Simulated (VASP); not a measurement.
# Pb (P6_3/mmc) in VASP: a series of runs

Pb is run at these levels: PBEsol; tasks: single point.

Program: VASP 6.6.1. These are calculated values, not measurements. Logs are shortened: lines on timing, memory, paths and dates and some standing lists are left out, and cuts for length are marked.

### Step 1. The cell of the first run

It takes space group P6_3/mmc (No. 194, hexagonal). Conventional cell: a = 2.752 Å, b = 2.752 Å, c = 4.542 Å, α = 90.00°, β = 90.00°, γ = 120.00°. Within 3.6 Å of Pb (site symmetry -6m2) lie 12 Pb at 2.75 to 2.77 Å.

This isn't the form of Pb at room conditions, which is fcc.

### Step 2. Single point, PBEsol (14.90 Å³/atom)

File INCAR:

```
ALGO = Normal ; EDIFF = 1E-6
ENCUT = 520 ; GGA = PS
ISIF = 2 ; ISMEAR = -1
LASPH = T ; LCHARG = F
LREAL = F ; LWAVE = F
NBANDS = 21 ; NELM = 60
PREC = Accurate ; SIGMA = 0.05
```

File KPOINTS:

```
k-points
0
Gamma
  14 14 8
```

File POSCAR:

```
Pb
1.0
    2.7521630035      0.0000000000      0.0000000000
   -1.3760815017      2.3834430764      0.0000000000
    0.0000000000      0.0000000000      4.5421981697
Pb
2
Direct
    0.3333333333      0.6666666667      0.2500000000
    0.6666666667      0.3333333333      0.7500000000
```

Potentials or basis: VASP PAW PBE potentials, release 64 (Pb_d).

The run is started by

```sh
> cat potpaw_PBE.64/Pb_d/POTCAR > POTCAR
> mpirun -np 1 vasp_std > vasp.out
```

OUTCAR:

```text
EDIFF = 1E-6
   ENCUT = 520
   GGA = PS
   ISIF = 2
   ISMEAR = -1
   LASPH = T
   LREAL = F
   NELM = 60
   PREC = Accurate

 ion  position               nearest neighbor table
   1  0.333  0.667  0.250-   2 2.77   2 2.77   2 2.77   2 2.77   2 2.77   2 2.77   2 3.91   2 3.91
                             2 3.91   2 3.91   2 3.91   2 3.91
   2  0.667  0.333  0.750-   1 2.77   1 2.77   1 2.77   1 2.77   1 2.77   1 2.77   1 3.91   1 3.91
                             1 3.91   1 3.91   1 3.91   1 3.91

  LATTYP: Found a hexagonal cell.
 ALAT       =     2.7521630035
 C/A-ratio  =     1.6504103005

  Lattice vectors:

 A1 = (   2.7521630035,   0.0000000000,   0.0000000000)
 A2 = (  -1.3760815017,   2.3834430764,   0.0000000000)
 A3 = (   0.0000000000,   0.0000000000,   4.5421981697)

Analysis of symmetry for initial positions (statically):
=====================================================================
 Subroutine PRICEL returns:
 Original cell was already a primitive cell.

 Routine SETGRP: Setting up the symmetry group for a
 hexagonal supercell.

 Subroutine GETGRP returns: Found 24 space group operations
 (whereof 12 operations were pure point group operations)
 out of a pool of 24 trial point group operations.

The static configuration has the point symmetry D_3d.
 The point group associated with its full space group is D_6h.

Analysis of symmetry for dynamics (positions and initial velocities):
=====================================================================
 Subroutine PRICEL returns:
 Original cell was already a primitive cell.

 Routine SETGRP: Setting up the symmetry group for a
 hexagonal supercell.

 Subroutine GETGRP returns: Found 24 space group operations
 (whereof 12 operations were pure point group operations)
 out of a pool of 24 trial point group operations.

The dynamic configuration has the point symmetry D_3d.
 The point group associated with its full space group is D_6h.

 Subroutine INISYM returns: Found 24 space group operations
 (whereof 12 operations are pure point group operations),
 and found     1 'primitive' translations

----------------------------------------------------------------------------------------

                                     Primitive cell

  volume of cell :      29.7951
[... 81 lines left out ...]
   ISTART =      0    job   : 0-new  1-cont  2-samecut
   ICHARG =      2    charge: 1-file 2-atom 10-const
   ISPIN  =      1    spin polarized calculation?
   LNONCOLLINEAR =      F non collinear calculations
   LSORBIT =      F    spin-orbit coupling
   LASPH  =      T    aspherical Exc in radial PAW
   ENCUT  =  520.0 eV  38.22 Ry    6.18 a.u.   5.12  5.12  8.45*2*pi/ulx,y,z
   NELM   =     60;   NELMIN=  2; NELMDL= -5     # of ELM steps
   EDIFF  = 0.1E-05   stopping-criterion for ELM
   LREAL  =      F    real-space projection
   EDIFFG = 0.1E-04   stopping-criterion for IOM
   NSW    =      0    number of steps for IOM
   IBRION =     -1    ionic relax: 0-MD 1-quasi-New 2-CG
   NFREE  =      0    steps in history (QN), initial steepest desc. (CG)
   ISIF   =      2    stress and relaxation
   ISYM   =      2    0-nonsym 1-usesym 2-fastsym
   POTIM  = 0.5000    time-step for ionic-motion
   TEBEG  =    0.0;   TEEND  =   0.0 temperature during run
   PSTRESS=    0.0 pullay stress
   NELECT =      28.0000    total number of electrons
   NUPDOWN=      -1.0000    fix difference up-down
   EMIN   =  10.00;   EMAX   =-10.00  energy-range for DOS
   EFERMI =   0.00;   METHOD = LEGACY
   ISMEAR =    -1;   SIGMA  =   0.05  broadening in eV -4-tet -1-fermi 0-gaus
   EFERMI_NEDOS =   21; number of points for ismear=-14 and -15
   IALGO  =     38    algorithm
   IMIX   =      4    mixing-type and parameters
     AMIX     =   0.40;   BMIX     =  1.00
     AMIX_MAG =   1.60;   BMIX_MAG =  1.00
  volume/ion in A,a.u.               =      14.90       100.53
  Fermi-wavevector in a.u.,A,eV,Ry     =   1.603538  3.030247 34.985111  2.571333
  Thomas-Fermi vector in A             =   2.700185
   LORBIT       =      0    0 simple, 1 ext, 2 COOP (PROOUT), +10 PAW based schemes
   GGA     = PS    functional components
   LHFCALC =     F    Hartree Fock is set to
   AEXX    =    0.0000 exact exchange contribution
   IVDW    =     0    specifies the selected vdW correction
   LEPSILON=     F    determine dielectric tensor
   LRPA    =     F    only Hartree local field effects (RPA)
 non-spin polarized calculation
  energy-cutoff  :      520.00
  volume of cell :       29.80
 maximum number of plane-waves:       820
   NGX = 11   NGY = 11   NGZ = 17

 number of electron      28.0000003 magnetization

 Free energy of the ion-electron system (eV)
  ---------------------------------------------------
  ext. energy  EPLUGINS =         0.00000000
  ---------------------------------------------------
  free energy    TOTEN  =         0.70010096 eV

  energy without entropy =        0.70481002  energy(sigma->0) =        0.70245549

 E-fermi :  19.1093     XC(G=0): -14.2604

 val. band max:       19.0909440404   @ k =   0.2857   0.0714   0.3750
 cond. band min:      19.1392857668   @ k =   0.1429   0.1429   0.3750
 fundamental gap:      0.0483417265
 Fermi energy:        19.1093254530

 k-point     1 :       0.0000    0.0000    0.0000
  band No.  band energies     occupation
      1      -1.4088      2.00000
      2      -0.5755      2.00000
      3      -0.3961      2.00000
      4      -0.2665      2.00000
      5      -0.2665      2.00000
      6      -0.0855      2.00000
[... 565 lines left out ...]
     20      35.2571      0.00000
     21      37.0740      0.00000

 [... further k-points ...]

------------------------ aborting loop because EDIFF is reached ----------------------------------------

  FORCE on cell =-STRESS in cart. coord.  units (eV):
  Direction    XX          YY          ZZ          XY          YZ          ZX
  --------------------------------------------------------------------------------------
  -------------------------------------------------------------------------------------
  Total       34.2383314     34.2383314     34.2313957      0.0000000      0.0000000     -0.0000000
  in kB     1841.1033096   1841.1033096   1840.7303542      0.0000000      0.0000000     -0.0000000
  external PRESSURE =    1840.9789912 kB  Pullay stress =       0.0000000 kB

 VOLUME and BASIS-vectors are now :
 -----------------------------------------------------------------------------
  energy-cutoff  :      520.00
  volume of cell :       29.80
      direct lattice vectors                 reciprocal lattice vectors
     2.752163004  0.000000000  0.000000000     0.363350571  0.209780550  0.000000000
    -1.376081502  2.383443076  0.000000000     0.000000000  0.419561100  0.000000000
     0.000000000  0.000000000  4.542198170     0.000000000  0.000000000  0.220157722

 POSITION                                       TOTAL-FORCE (eV/Angst)
 -----------------------------------------------------------------------------------
     -0.00000      1.58896      1.13555        -0.000000      0.000000      0.000000
      1.37608      0.79448      3.40665         0.000000     -0.000000      0.000000
 -----------------------------------------------------------------------------------
    total drift:                               -0.000000      0.000000      0.000000

  FREE ENERGIE OF THE ION-ELECTRON SYSTEM (eV)
  ---------------------------------------------------
  free  energy   TOTEN  =         0.7001009588 eV

  energy  without entropy=        0.7048100234  energy(sigma->0) =        0.70245549
```

OSZICAR:

```text
N       E                     dE             d eps       ncg     rms          rms(c)
DAV:   1     0.302350256329E+03    0.30235E+03   -0.14514E+04  5223   0.207E+03
DAV:   2     0.205948972348E+02   -0.28176E+03   -0.27454E+03  5120   0.449E+02
DAV:   3     0.870080749963E+00   -0.19725E+02   -0.19458E+02  5952   0.145E+02
DAV:   4     0.383674317179E+00   -0.48641E+00   -0.48605E+00  6382   0.229E+01
DAV:   5     0.367866958838E+00   -0.15807E-01   -0.15807E-01  6938   0.366E+00    0.326E+00
DAV:   6     0.590935640637E+00    0.22307E+00   -0.11125E-01  7254   0.734E+00    0.165E+00
DAV:   7     0.694677139501E+00    0.10374E+00   -0.73849E-02  8242   0.518E+00    0.197E-01
DAV:   8     0.700099400691E+00    0.54223E-02   -0.82123E-03  7857   0.132E+00    0.256E-02
DAV:   9     0.700078171984E+00   -0.21229E-04   -0.77401E-05  8295   0.114E-01    0.190E-02
DAV:  10     0.700101321219E+00    0.23149E-04   -0.96960E-06  7308   0.471E-02    0.216E-03
DAV:  11     0.700100958827E+00   -0.36239E-06   -0.22874E-07  3930   0.581E-03
   1 F= 0.70010096E+00 E0= 0.70245549E+00  d E =-.470906E-02
```

stdout:

```text
POSCAR found type information on POSCAR Pb
 POSCAR found :  1 types and       2 ions
 scaLAPACK will be used
 -----------------------------------------------------------------------------
|                                                                             |
|                                                                             |
|     You enforced a specific xc type in the INCAR file but a different       |
|     I HOPE YOU KNOW WHAT YOU ARE DOING!                                     |
|                                                                             |
 -----------------------------------------------------------------------------

 LDA part: xc-table for (Slater+PW92), standard interpolation
 POSCAR, INCAR and KPOINTS ok, starting setup
 FFT: planning ... GRIDC
 FFT: planning ... GRID_SOFT
 FFT: planning ... GRID
 WAVECAR not read
 entering main loop
```

Wall time 26 s (1 thread of AMD EPYC 9R45 (Zen 5), shared host); peak memory 0.15 GiB.

What came out:

| Property | Result |
| --- | --- |
| Free energy | 0.7001 eV |
| Pressure | 184.1 GPa |
| Band gap on the k mesh | zero (bands 14 and 15 overlap by 11.93 eV) |

Levels at points of the mesh, in eV from the Fermi level:
```
           k point  band 11  band 12  band 13  band 14  band 15  band 16  band 17  band 18
(0.00, 0.00, 0.00)   -17.80    -9.67    -9.15     8.13     9.52    10.08    10.17    10.17
(0.50, 0.00, 0.00)   -10.31   -10.27    -3.23    -2.59    -1.94     2.11     2.32     8.04
(0.00, 0.00, 0.50)   -16.97   -16.97     1.78     1.78     8.31     8.31    11.07    11.07
(0.50, 0.00, 0.50)    -8.90    -8.90    -7.35    -7.35     5.23     5.23     5.65     5.65
```

Caveat: the cell stands under pressure; the PAW data sets were made with another functional, which shifts forces and pressure a little; spin-orbit coupling is left out, which moves the levels of the heavy elements.

### Step 3. Single point, PBEsol (14.90 Å³/atom)

File INCAR:

```
SYSTEM = Pb
PREC = Accurate
ENCUT = 520
EDIFF = 1E-7
ISMEAR = -1
SIGMA = 0.05
LREAL = .False.
LASPH = .True.
NELM = 80
ALGO = Normal
ISIF = 2
LWAVE = .False.
LCHARG = .True.
GGA = PS
LELF = .True.
LVHAR = .True.
NBANDS = 21
```

File KPOINTS:

```
regular mesh
0
Gamma
  14 14 8
  0 0 0
```

POSCAR is that of step 2.

Potentials or basis: VASP PAW PBE potentials, release 64 (Pb_d).

The run is started by

```sh
> cat potpaw_PBE.64/Pb_d/POTCAR > POTCAR
> mpirun -np 1 vasp_std > vasp.out
```

OUTCAR:

```text
SYSTEM = Pb
   PREC = Accurate
   ENCUT = 520
   EDIFF = 1E-7
   ISMEAR = -1
   LREAL = .False.
   LASPH = .True.
   NELM = 80
   ISIF = 2
   GGA = PS

 ion  position               nearest neighbor table
   1  0.333  0.667  0.250-   2 2.77   2 2.77   2 2.77   2 2.77   2 2.77   2 2.77   2 3.91   2 3.91
                             2 3.91   2 3.91   2 3.91   2 3.91
   2  0.667  0.333  0.750-   1 2.77   1 2.77   1 2.77   1 2.77   1 2.77   1 2.77   1 3.91   1 3.91
                             1 3.91   1 3.91   1 3.91   1 3.91

  LATTYP: Found a hexagonal cell.
 ALAT       =     2.7521630035
 C/A-ratio  =     1.6504103005

  Lattice vectors:

 A1 = (   2.7521630035,   0.0000000000,   0.0000000000)
 A2 = (  -1.3760815017,   2.3834430764,   0.0000000000)
 A3 = (   0.0000000000,   0.0000000000,   4.5421981697)

Analysis of symmetry for initial positions (statically):
=====================================================================
 Subroutine PRICEL returns:
 Original cell was already a primitive cell.

 Routine SETGRP: Setting up the symmetry group for a
 hexagonal supercell.

 Subroutine GETGRP returns: Found 24 space group operations
 (whereof 12 operations were pure point group operations)
 out of a pool of 24 trial point group operations.

The static configuration has the point symmetry D_3d.
 The point group associated with its full space group is D_6h.

Analysis of symmetry for dynamics (positions and initial velocities):
=====================================================================
 Subroutine PRICEL returns:
 Original cell was already a primitive cell.

 Routine SETGRP: Setting up the symmetry group for a
 hexagonal supercell.

 Subroutine GETGRP returns: Found 24 space group operations
 (whereof 12 operations were pure point group operations)
 out of a pool of 24 trial point group operations.

The dynamic configuration has the point symmetry D_3d.
 The point group associated with its full space group is D_6h.

 Subroutine INISYM returns: Found 24 space group operations
[... 112 lines left out ...]
   ISMEAR =    -1;   SIGMA  =   0.05  broadening in eV -4-tet -1-fermi 0-gaus
   EFERMI_NEDOS =   21; number of points for ismear=-14 and -15
   IALGO  =     38    algorithm
   IMIX   =      4    mixing-type and parameters
     AMIX     =   0.40;   BMIX     =  1.00
     AMIX_MAG =   1.60;   BMIX_MAG =  1.00
  volume/ion in A,a.u.               =      14.90       100.53
  Fermi-wavevector in a.u.,A,eV,Ry     =   1.603538  3.030247 34.985111  2.571333
  Thomas-Fermi vector in A             =   2.700185
   LORBIT       =      0    0 simple, 1 ext, 2 COOP (PROOUT), +10 PAW based schemes
   GGA     = PS    functional components
   LHFCALC =     F    Hartree Fock is set to
   AEXX    =    0.0000 exact exchange contribution
   IVDW    =     0    specifies the selected vdW correction
   LEPSILON=     F    determine dielectric tensor
   LRPA    =     F    only Hartree local field effects (RPA)
 non-spin polarized calculation
  energy-cutoff  :      520.00
  volume of cell :       29.80
 maximum number of plane-waves:       820
   NGX = 11   NGY = 11   NGZ = 17

 number of electron      28.0000003 magnetization

 Free energy of the ion-electron system (eV)
  ---------------------------------------------------
  ext. energy  EPLUGINS =         0.00000000
  ---------------------------------------------------
  free energy    TOTEN  =         0.70010119 eV

  energy without entropy =        0.70481027  energy(sigma->0) =        0.70245573

 E-fermi :  19.1092     XC(G=0): -14.2604

 val. band max:       19.0908598885   @ k =   0.2857   0.0714   0.3750
 cond. band min:      19.1392125639   @ k =   0.1429   0.1429   0.3750
 fundamental gap:      0.0483526753
 Fermi energy:        19.1092429902

 k-point     1 :       0.0000    0.0000    0.0000
  band No.  band energies     occupation
      1      -1.4089      2.00000
      2      -0.5756      2.00000
      3      -0.3962      2.00000
      4      -0.2666      2.00000
      5      -0.2666      2.00000
      6      -0.0856      2.00000
[... 565 lines left out ...]
     20      35.2570      0.00000
     21      37.0727      0.00000

 [... further k-points ...]

------------------------ aborting loop because EDIFF is reached ----------------------------------------

  FORCE on cell =-STRESS in cart. coord.  units (eV):
  Direction    XX          YY          ZZ          XY          YZ          ZX
  --------------------------------------------------------------------------------------
  -------------------------------------------------------------------------------------
  Total       34.2453372     34.2453372     34.2394621      0.0000000      0.0000000      0.0000000
  in kB     1841.4800341   1841.4800341   1841.1641112      0.0000000      0.0000000      0.0000000
  external PRESSURE =    1841.3747265 kB  Pullay stress =       0.0000000 kB

 VOLUME and BASIS-vectors are now :
 -----------------------------------------------------------------------------
  energy-cutoff  :      520.00
  volume of cell :       29.80
      direct lattice vectors                 reciprocal lattice vectors
     2.752163004  0.000000000  0.000000000     0.363350571  0.209780550  0.000000000
    -1.376081502  2.383443076  0.000000000     0.000000000  0.419561100  0.000000000
     0.000000000  0.000000000  4.542198170     0.000000000  0.000000000  0.220157722

 POSITION                                       TOTAL-FORCE (eV/Angst)
 -----------------------------------------------------------------------------------
     -0.00000      1.58896      1.13555        -0.000000      0.000000      0.000000
      1.37608      0.79448      3.40665         0.000000     -0.000000      0.000000
 -----------------------------------------------------------------------------------
    total drift:                               -0.000000      0.000000      0.000000

  FREE ENERGIE OF THE ION-ELECTRON SYSTEM (eV)
  ---------------------------------------------------
  free  energy   TOTEN  =         0.7001011852 eV

  energy  without entropy=        0.7048102698  energy(sigma->0) =        0.70245573
```

OSZICAR:

```text
N       E                     dE             d eps       ncg     rms          rms(c)
DAV:   1     0.302350256329E+03    0.30235E+03   -0.14514E+04  5223   0.207E+03
DAV:   2     0.205948972348E+02   -0.28176E+03   -0.27454E+03  5120   0.449E+02
DAV:   3     0.870080749963E+00   -0.19725E+02   -0.19458E+02  5952   0.145E+02
DAV:   4     0.383674317179E+00   -0.48641E+00   -0.48605E+00  6382   0.229E+01
DAV:   5     0.367866958838E+00   -0.15807E-01   -0.15807E-01  6938   0.366E+00    0.326E+00
DAV:   6     0.590935640637E+00    0.22307E+00   -0.11125E-01  7254   0.734E+00    0.165E+00
DAV:   7     0.694677139501E+00    0.10374E+00   -0.73849E-02  8242   0.518E+00    0.197E-01
DAV:   8     0.700099400691E+00    0.54223E-02   -0.82123E-03  7857   0.132E+00    0.256E-02
DAV:   9     0.700078171984E+00   -0.21229E-04   -0.77401E-05  8295   0.114E-01    0.190E-02
DAV:  10     0.700101312091E+00    0.23140E-04   -0.97857E-06  8068   0.471E-02    0.219E-03
DAV:  11     0.700100954316E+00   -0.35777E-06   -0.19474E-07  4974   0.495E-03    0.885E-04
DAV:  12     0.700101154926E+00    0.20061E-06   -0.39144E-08  3915   0.239E-03    0.505E-04
DAV:  13     0.700101185203E+00    0.30276E-07   -0.19491E-08  3710   0.278E-03
   1 F= 0.70010119E+00 E0= 0.70245573E+00  d E =-.470908E-02
```

Run time: 32 s. Hardware: 1 thread of AMD EPYC 9R45 (Zen 5), shared host; peak memory 0.15 GiB.

What came out:

| Quantity | Value |
| --- | --- |
| Free energy | 0.7001 eV |
| Pressure | 184.1 GPa |
| Band gap on the k mesh | zero (bands 14 and 15 overlap by 11.93 eV) |

Levels at points of the mesh, in eV from the Fermi level:
```
           k point  band 11  band 12  band 13  band 14  band 15  band 16  band 17  band 18
(0.00, 0.00, 0.00)   -17.80    -9.67    -9.15     8.13     9.52    10.08    10.17    10.17
(0.50, 0.00, 0.00)   -10.31   -10.27    -3.23    -2.59    -1.94     2.11     2.32     8.04
(0.00, 0.00, 0.50)   -16.97   -16.97     1.78     1.78     8.31     8.31    11.07    11.07
(0.50, 0.00, 0.50)    -8.90    -8.90    -7.35    -7.35     5.23     5.23     5.65     5.65
```

Caveat: the cell stands under pressure; the PAW data sets were made with another functional, which shifts forces and pressure a little; spin-orbit coupling is left out, which moves the levels of the heavy elements.

[end of part 1 of 2]

The gap in the log of VASP goes by the Fermi energy; the results here count the filled bands.